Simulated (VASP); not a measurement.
# Si6O11 (a cell with a defect) in VASP: notebook, part 2 of 2

VASP 6.6.1. The steps go on from the part before.

**4. Single point, PBE**

The input, INCAR:

```
PREC = Accurate
ENCUT = 520
EDIFF = 1E-7
ISMEAR = 0
SIGMA = 0.05
LREAL = Auto
LASPH = T
NELM = 60
ALGO = Normal
ISIF = 2
LWAVE = F
LCHARG = F
GGA = PE
NBANDS = 59
NELECT = 88.0
```

The input, KPOINTS:

```
Automatic mesh
0
Gamma
  4 4 2
```

The input, POSCAR:

```
Si6O11
1.0
   -2.5103274377      4.3480146658      0.0000000000
    0.0000000000      0.0000000000      5.5092660079
    7.5309823132      4.3480146658      0.0000000000
Si O
6 11
Direct
    0.7617495765      0.3333333333      0.2382504235
    0.2617495765      0.3333333333      0.7382504235
    0.9765008470      0.6666666667      0.5000000000
    0.4765008470      0.6666666667      0.0000000000
    0.2617495765      0.0000000000      0.2617495765
    0.7617495765      0.0000000000      0.7617495765
    0.0486521033      0.2055717715      0.2072260374
    0.5486521033      0.2055717715      0.7072260374
    0.7865130045      0.5389051049      0.3720609296
    0.2865130045      0.5389051049      0.8720609296
    0.6648348922      0.8722384382      0.9207130329
    0.2865130045      0.7944282285      0.1279390704
    0.7865130045      0.7944282285      0.6279390704
    0.6648348922      0.4610948951      0.0792869671
    0.1648348922      0.4610948951      0.5792869671
    0.2607891950     -0.0638807809      0.3887282653
    0.0486521033      0.1277615618      0.7927739626
```

Potentials or basis: VASP PAW PBE potentials, release 64 (Si, O).

On the command line:

```sh
$ cat potpaw_PBE.64/Si/POTCAR potpaw_PBE.64/O/POTCAR > POTCAR
$ mpirun -np 1 vasp_std > vasp.out
```

OUTCAR:

```text
PREC = Accurate
   ENCUT = 520
   EDIFF = 1E-7
   ISMEAR = 0
   LREAL = Auto
   LASPH = T
   NELM = 60
   ISIF = 2
   GGA = PE
   NELECT = 88.0

 ion  position               nearest neighbor table
   1  0.762  0.333  0.238-  14 1.63   7 1.63   9 1.63   5 3.12   5 3.12   3 3.12   4 3.12
   2  0.262  0.333  0.738-  15 1.63   8 1.63  17 1.63  10 1.63   6 3.12   6 3.12   4 3.12   3 3.12

   3  0.977  0.667  0.500-  13 1.63   9 1.63  15 1.63  16 2.28   5 3.12   6 3.12   1 3.12   2 3.12

   4  0.477  0.667  0.000-  12 1.63  10 1.63  11 1.63  14 1.63   6 3.12   5 3.12   2 3.12   1 3.12

   5  0.262  0.000  0.262-  16 1.16  12 1.63   7 1.63   3 3.12   4 3.12   1 3.12   1 3.12
   6  0.762  0.000  0.762-  11 1.63  17 1.63  13 1.63   8 1.63   4 3.12   3 3.12   2 3.12   2 3.12

   7  0.049  0.206  0.207-   1 1.63   5 1.63
   8  0.549  0.206  0.707-   2 1.63   6 1.63
   9  0.787  0.539  0.372-   3 1.63   1 1.63
  10  0.287  0.539  0.872-   4 1.63   2 1.63
  11  0.665  0.872  0.921-   6 1.63   4 1.63
  12  0.287  0.794  0.128-   4 1.63   5 1.63
  13  0.787  0.794  0.628-   3 1.63   6 1.63
  14  0.665  0.461  0.079-   1 1.63   4 1.63
  15  0.165  0.461  0.579-   2 1.63   3 1.63
  16  0.261  0.936  0.389-   5 1.16   3 2.28
  17  0.049  0.128  0.793-   6 1.63   2 1.63

 -----------------------------------------------------------------------------
|                                                                             |
|           W    W    AA    RRRRR   N    N  II  N    N   GGGG   !!!           |
|           W    W   A  A   R    R  NN   N  II  NN   N  G    G  !!!           |
|           W    W  A    A  R    R  N N  N  II  N N  N  G       !!!           |
|           W WW W  AAAAAA  RRRRR   N  N N  II  N  N N  G  GGG   !            |
|           WW  WW  A    A  R   R   N   NN  II  N   NN  G    G                |
|           W    W  A    A  R    R  N    N  II  N    N   GGGG   !!!           |
|                                                                             |
|     The distance between some ions is very small. Please check the          |
|     nearest-neighbor list in the OUTCAR file.                               |
|     I HOPE YOU KNOW WHAT YOU ARE DOING!                                     |
[... 194 lines left out ...]
   LEPSILON=     F    determine dielectric tensor
   LRPA    =     F    only Hartree local field effects (RPA)
 non-spin polarized calculation
 Gauss-broadening in eV      SIGMA  =   0.05
  energy-cutoff  :      520.00
  volume of cell :      240.53
 maximum number of plane-waves:      6512
 NGX is ok and might be reduce to    40
   NGX = 19   NGY = 21   NGZ = 33

 number of electron      87.9999995 magnetization

 Free energy of the ion-electron system (eV)
  ---------------------------------------------------
  ext. energy  EPLUGINS =         0.00000000
  ---------------------------------------------------
  free energy    TOTEN  =      -123.97393925 eV

  energy without entropy =     -123.96485029  energy(sigma->0) =     -123.96939477

 E-fermi :   0.6451     XC(G=0):  -8.5460

 val. band max:        0.6409548095   @ k =   0.0000   0.5000   0.5000
 cond. band min:       0.6843066036   @ k =   0.0000   0.2500   0.5000
 fundamental gap:      0.0433517941
 Fermi energy:         0.6450854048

 k-point     1 :       0.0000    0.0000    0.0000
  band No.  band energies     occupation
      1     -19.3202      2.00000
      2     -18.6582      2.00000
      3     -18.2194      2.00000
      4     -18.1915      2.00000
      5     -17.8145      2.00000
      6     -17.3202      2.00000
[... 1169 lines left out ...]
     55      10.4707      0.00000
     56      10.5671      0.00000
 [bands above 56 left out]

------------------------ aborting loop because EDIFF is reached ----------------------------------------

  FORCE on cell =-STRESS in cart. coord.  units (eV):
  Direction    XX          YY          ZZ          XY          YZ          ZX
  --------------------------------------------------------------------------------------
  -------------------------------------------------------------------------------------
  Total       24.5215107     -2.4066388    -12.9972533     28.0501012    -12.7700487    -12.1370764
  in kB      163.3362942    -16.0304747    -86.5739152    186.8400211    -85.0605193    -80.8443294
  external PRESSURE =      20.2439681 kB  Pullay stress =       0.0000000 kB

 VOLUME and BASIS-vectors are now :
 -----------------------------------------------------------------------------
  energy-cutoff  :      520.00
  volume of cell :      240.53
      direct lattice vectors                 reciprocal lattice vectors
    -2.510327438  4.348014666  0.000000000    -0.099588602  0.172492518  0.000000000
     0.000000000  0.000000000  5.509266008     0.000000000  0.000000000  0.181512383
     7.530982313  4.348014666  0.000000000     0.099588602  0.057497506  0.000000000

 POSITION                                       TOTAL-FORCE (eV/Angst)
 -----------------------------------------------------------------------------------
     -0.11798      4.34801      1.83642        -2.368932      1.246595      2.436356
      4.90267      4.34801      1.83642         0.421891      0.389462     -0.023738
      1.31415      6.41985      3.67284         1.790482      1.780616     -0.798582
     -1.19617      2.07183      3.67284        -1.064576     -1.532069      0.716021
      1.31415      2.27618      0.00000       -44.536098    -27.265834     14.716801
      3.82448      6.62420      0.00000         0.370108      0.336586      0.573807
[... 9 lines left out ...]
      2.27284      2.82411      5.15733        47.277422     25.547361    -18.089307
      5.84823      3.65853      0.70387        -0.121159     -0.015421      0.044492
 -----------------------------------------------------------------------------------
    total drift:                                0.007359     -0.010600     -0.004034

  FREE ENERGIE OF THE ION-ELECTRON SYSTEM (eV)
  ---------------------------------------------------
  free  energy   TOTEN  =      -123.9739392507 eV

  energy  without entropy=     -123.9648502946  energy(sigma->0) =     -123.96939477
```

stdout:

```text
POSCAR found type information on POSCAR SiO
 POSCAR found :  2 types and      17 ions
 scaLAPACK will be used
 LDA part: xc-table for (Slater+PW92), standard interpolation
 -----------------------------------------------------------------------------
|                                                                             |
|           W    W    AA    RRRRR   N    N  II  N    N   GGGG   !!!           |
|           W    W   A  A   R    R  NN   N  II  NN   N  G    G  !!!           |
|           W    W  A    A  R    R  N N  N  II  N N  N  G       !!!           |
|           W WW W  AAAAAA  RRRRR   N  N N  II  N  N N  G  GGG   !            |
|           WW  WW  A    A  R   R   N   NN  II  N   NN  G    G                |
|           W    W  A    A  R    R  N    N  II  N    N   GGGG   !!!           |
|                                                                             |
|     The distance between some ions is very small. Please check the          |
|     nearest-neighbor list in the OUTCAR file.                               |
|     I HOPE YOU KNOW WHAT YOU ARE DOING!                                     |
|                                                                             |
 -----------------------------------------------------------------------------

 POSCAR, INCAR and KPOINTS ok, starting setup
 FFT: planning ... GRIDC
 FFT: planning ... GRID_SOFT
 FFT: planning ... GRID
 WAVECAR not read
 entering main loop
 the old and the new charge density differ
 old charge density:    90.00000 new   88.00000
    0.366E+01
```

It took 18 min on 1 thread of Intel Xeon 8259CL, shared host; peak memory 0.43 GiB.

Results:

```yaml
Free_energy: -123.9739 eV
Largest_force: 56.701 eV/Å
```

Forces in eV/Å, atoms in the order of the input:
```
Si   -2.369   1.247   2.436
Si    0.422   0.389  -0.024
Si    1.790   1.781  -0.799
Si   -1.065  -1.532   0.716
Si  -44.536 -27.266  14.717
Si    0.370   0.337   0.574
O     0.150  -0.838   0.272
O    -0.141   0.016  -0.117
O    -0.278  -0.290   0.201
O     0.198   0.220   0.061
O     0.413   0.174  -0.373
O    -0.106   0.431   0.863
O    -1.852  -0.071  -0.146
O     0.937   0.886  -1.507
O    -1.090  -1.017   1.171
O    47.277  25.547 -18.089
O    -0.121  -0.015   0.044
```

Caveat: the k points lie up to 0.36 Å⁻¹ apart; the cell carries a net charge on a neutralising background, which shifts energy and pressure; the cell differs from its parent crystal (atoms taken out, atom 16 moved 0.750 of the way to it and +0.000 Å across, host rigid); the cell is charged against a uniform background, so pressure and absolute levels hang on convention; atoms lie so close that the PAW spheres overlap strongly, which falsifies energies and pressures.
